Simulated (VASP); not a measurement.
# W (Im-3m) in VASP: a series of runs, part 2 of 2

VASP 6.6.1.

### Step 3. Single point, PBEsol

The input, INCAR:

```
SYSTEM = W
ALGO = Normal ; EDIFF = 1E-6
ENCUT = 500 ; GGA = PS
GGA_COMPAT = .FALSE. ; ISIF = 2
ISMEAR = 0 ; LASPH = .TRUE.
LCHARG = .FALSE. ; LREAL = .FALSE.
LWAVE = .FALSE. ; NBANDS = 13
NELM = 120 ; PREC = Accurate
SIGMA = 0.1
```

The input, KPOINTS:

```
k-points
0
G
  8 8 8
  0 0 0
```

The input, POSCAR:

```
W
1.0
   -1.5776901116     -1.5776901116     -1.5776901116
    1.5776901116      1.5776901116     -1.5776901116
    1.5776901116     -1.5776901116      1.5776901116
W
1
Direct
    0.0000000000      0.0000000000      0.0000000000
```

Potentials or basis: VASP PAW PBE potentials, release 64 (W_sv).

Launch:

```
$ cat potpaw_PBE.64/W_sv/POTCAR > POTCAR
$ mpirun -np 1 vasp_std > vasp.out
```

It took 3.4 s on 1 thread of Intel Xeon 6975P-C (Granite Rapids), shared host; peak memory 0.12 GiB.

The run converged. Its results:

* Free energy: -13.8046 eV
* Pressure: 0.8 GPa
* Band gap on the k mesh: zero (band 7 reaches 16.65 eV, above the bottom of band 8 at 10.16 eV)

Levels at points of the mesh, in eV from the Fermi level:
| k point | band 5 | band 6 | band 7 | band 8 | band 9 | band 10 |
| --- | --- | --- | --- | --- | --- | --- |
| (0.00, 0.00, 0.00) | -9.47 | -1.02 | -1.02 | -1.02 | 2.49 | 2.49 |
| (0.50, 0.00, 0.00) | -6.12 | -3.38 | 0.96 | 2.39 | 3.38 | 6.48 |
| (0.50, 0.50, 0.50) | -5.69 | -5.69 | 5.48 | 5.48 | 5.48 | 8.56 |

Caveat: the PAW data sets were made with another functional, which shifts forces and pressure a little; spin-orbit coupling is left out, which moves the levels of the heavy elements.

### Step 4. Single point, PBEsol

This run uses another cell than the first one, of the same volume but with other edges.

The input, INCAR:

```
SYSTEM = W
PREC = Accurate
ENCUT = 500
EDIFF = 1E-6
ISMEAR = 0
SIGMA = 0.1
LREAL = .False.
LASPH = .True.
NELM = 120
ALGO = Normal
ISIF = 2
LWAVE = .False.
LCHARG = .True.
GGA = PS
LELF = .True.
LVHAR = .True.
ISYM = 0
NBANDS = 13
GGA_COMPAT = .False.
```

The input, KPOINTS:

```
regular mesh
0
Gamma
  11 11 21
  0 0 0
```

The input, POSCAR:

```
W
1.0
    3.1543602779      0.0000000000      0.0000000000
    0.0000000000      3.1543602779      0.0000000000
    1.5771801389     -1.5771801389      1.5771801389
W
1
Direct
    0.0000000000      0.0000000000      0.0000000000
```

Launch:

```
$ cat potpaw_PBE.64/W_sv/POTCAR > POTCAR
$ mpirun -np 1 vasp_std > vasp.out
```

Wall time 3.9 min (1 thread of Intel Xeon 8259CL, shared host); peak memory 0.33 GiB.

It converged, with:

```
Free energy            : -13.8065 eV
Pressure               : 0.4 GPa
Band gap on the k mesh : zero (band 7 reaches 16.38 eV, above the bottom of band 8 at 10.17 eV)
```

Levels at points of the mesh, in eV from the Fermi level:
```tsv
k point	band 5	band 6	band 7	band 8	band 9	band 10
(0.00, 0.00, 0.00)	-9.75	-1.30	-1.30	-1.29	2.22	2.22
```

Caveat: the PAW data sets were made with another functional, which shifts forces and pressure a little; spin-orbit coupling is left out, which moves the levels of the heavy elements.

### Step 5. Single point, PBEsol

The input, INCAR:

```
SYSTEM = W
PREC = Accurate ; ENCUT = 520
EDIFF = 1E-6 ; ISMEAR = 0
SIGMA = 0.1 ; LREAL = .False.
LASPH = .True. ; NELM = 60
ALGO = Fast ; ISIF = 2
LWAVE = .False. ; LCHARG = .False.
GGA = PS ; ISYM = 0
NBANDS = 13
```

The input, KPOINTS:

```
regular mesh
0
Gamma
  13 13 15
  0 0 0
```

The input, POSCAR:

```
W
1.0
    2.7317561333      0.0000000000      0.0000000000
   -0.9105853778      2.5755243819      0.0000000000
    0.9105853778      1.2877621909      2.2304695428
W
1
Direct
    0.0000000000      0.0000000000      0.0000000000
```

Launch:

```
$ cat potpaw_PBE.64/W_sv/POTCAR > POTCAR
$ mpirun -np 1 vasp_std > vasp.out
```

It took 4.6 min on 1 thread of AMD EPYC 7R43 (Zen 3), shared host; peak memory 0.29 GiB.

The run converged, but its numbers aren't listed here, since they failed a check.

Caveat: the PAW data sets were made with another functional, which shifts forces and pressure a little; spin-orbit coupling is left out, which moves the levels of the heavy elements.

### Step 6. Single point, PBEsol

This run uses another cell than the first one, of the same volume but with other edges.

The input, INCAR:

```
SYSTEM = W
ALGO     = Fast           ! electronic algorithm
EDIFF    = 1E-6           ! SCF threshold, eV
ENCUT    = 520            ! plane-wave cutoff, eV
GGA      = PS             ! functional
ISIF     = 2              ! what is computed and relaxed
ISMEAR   = 0              ! smearing method
ISYM     = 0            
LASPH    = .True.         ! aspherical terms in the spheres
LCHARG   = .False.        ! write CHGCAR
LREAL    = .False.        ! projectors in reciprocal space
LWAVE    = .False.        ! write WAVECAR
NBANDS   = 13             ! bands
NELM     = 100            ! most SCF steps
PREC     = Accurate       ! precision mode
SIGMA    = 0.1            ! smearing width, eV
```

The input, KPOINTS:

```
k-points
0
Gamma
  13 8 26
  0 0 0
```

The input, POSCAR:

```
W
1.0
    2.7317561330      0.0000000000      0.0000000000
    0.0000000000      4.4609390851      0.0000000000
    0.9105853777      2.2304695425      1.2877621908
W
1
Direct
    0.0000000000      0.0000000000      0.0000000000
```

Potentials or basis: VASP PAW PBE potentials, release 64 (W_sv).

Launch:

```
$ cat potpaw_PBE.64/W_sv/POTCAR > POTCAR
$ mpirun -np 1 vasp_std > vasp.out
```

OUTCAR:

```text
SYSTEM = W
   EDIFF = 1E-6
   ENCUT = 520
   GGA = PS
   ISIF = 2
   ISMEAR = 0
   ISYM = 0
   LASPH = .True.
   LREAL = .False.
   NELM = 100
   PREC = Accurate

 ion  position               nearest neighbor table
   1  0.000  0.000  0.000-

IMPORTANT INFORMATION: All symmetrisations will be switched off!
NOSYMM: (Re-)initialisation of all symmetry stuff for point group C_1.

----------------------------------------------------------------------------------------

                                     Primitive cell
[... 544 lines left out ...]
      8      13.1593      0.00000
      9      14.5602      0.00000
     10      17.9990      0.00000
     11      22.9492      0.00000
     12      26.5347      0.00000
     13      27.8907      0.00000

 [... further k-points ...]
[... 5 lines left out ...]
  --------------------------------------------------------------------------------------
  -------------------------------------------------------------------------------------
  Total       -0.0113666      0.0944406      0.0561206      0.0064403     -0.0019443     -0.0214052
  in kB       -1.1604785      9.6419619      5.7296670      0.6575229     -0.1985001     -2.1853759
  external PRESSURE =       4.7370501 kB  Pullay stress =       0.0000000 kB

 VOLUME and BASIS-vectors are now :
 -----------------------------------------------------------------------------
  energy-cutoff  :      520.00
  volume of cell :       15.69
      direct lattice vectors                 reciprocal lattice vectors
     2.731756133  0.000000000  0.000000000     0.366064887  0.000000000 -0.258846964
     0.000000000  4.460939085  0.000000000     0.000000000  0.224168046 -0.388270446
     0.910585378  2.230469542  1.287762191     0.000000000  0.000000000  0.776540892

 POSITION                                       TOTAL-FORCE (eV/Angst)
 -----------------------------------------------------------------------------------
      0.00000      0.00000      0.00000         0.000000      0.000001      0.000000
 -----------------------------------------------------------------------------------
    total drift:                                0.000000      0.000001      0.000000

  FREE ENERGIE OF THE ION-ELECTRON SYSTEM (eV)
  ---------------------------------------------------
  free  energy   TOTEN  =       -13.8085477002 eV

  energy  without entropy=      -13.8062902394  energy(sigma->0) =      -13.80741897
```

OSZICAR:

```text
N       E                     dE             d eps       ncg     rms          rms(c)
DAV:   1     0.837188559313E+02    0.83719E+02   -0.74562E+03 35420   0.123E+03
DAV:   2    -0.128580043231E+02   -0.96577E+02   -0.92721E+02 39419   0.317E+02
DAV:   3    -0.144892449842E+02   -0.16312E+01   -0.16251E+01 38679   0.399E+01
DAV:   4    -0.144955853736E+02   -0.63404E-02   -0.63403E-02 39154   0.274E+00
DAV:   5    -0.144956360399E+02   -0.50666E-04   -0.50667E-04 39439   0.231E-01    0.221E+01
RMM:   6    -0.139564721388E+02    0.53916E+00   -0.41307E-01 38313   0.591E+00    0.923E+00
RMM:   7    -0.138125496291E+02    0.14392E+00   -0.30166E-01 38705   0.502E+00    0.844E-01
RMM:   8    -0.138087617662E+02    0.37879E-02   -0.11526E-02 44045   0.120E+00    0.264E-01
RMM:   9    -0.138085529524E+02    0.20881E-03   -0.17033E-03 42224   0.500E-01    0.228E-02
RMM:  10    -0.138085555137E+02   -0.25613E-05   -0.24060E-04 45193   0.192E-01    0.106E-02
RMM:  11    -0.138085468293E+02    0.86844E-05   -0.48054E-05 44324   0.809E-02    0.593E-03
RMM:  12    -0.138085477002E+02   -0.87085E-06   -0.83895E-06 41174   0.363E-02
   1 F= -.13808548E+02 E0= -.13807419E+02  d E =-.225746E-02
```

Wall time 3.3 min (1 thread of AMD EPYC 9R45 (Zen 5), shared host); peak memory 0.33 GiB.

The run converged, but its numbers aren't listed here, since they failed a check.

Caveat: the PAW data sets were made with another functional, which shifts forces and pressure a little; spin-orbit coupling is left out, which moves the levels of the heavy elements.

### Step 7. The runs side by side

```csv
task,cell,k mesh,cutoff (eV),gap on the mesh (eV),pressure (GPa)
relaxation of cell and atoms,"relaxed from a = 2.733 Å, angles 109.5°, 1 atom",18 × 18 × 18,600,none,0.0
single point,"a = 2.733 Å, angles 109.5°, 1 atom",8 × 8 × 8,500,none,0.8
single point,"a = 3.154, b = 3.154, c = 2.732 Å, angles 125.3, 54.7, 90.0°, 1 atom",11 × 11 × 21,500,none,0.4
```

Alike in all rows: level PBEsol; potentials or basis VASP PAW PBE potentials, release 64 (W_sv); no spin polarisation; smearing gaussian 0.1 eV.

Caveats: the PAW data sets were made with another functional, which shifts forces and pressure a little; spin-orbit coupling is left out, which moves the levels of the heavy elements.

Total energies depend on the potentials used, so only differences within one code and one set of settings carry meaning.
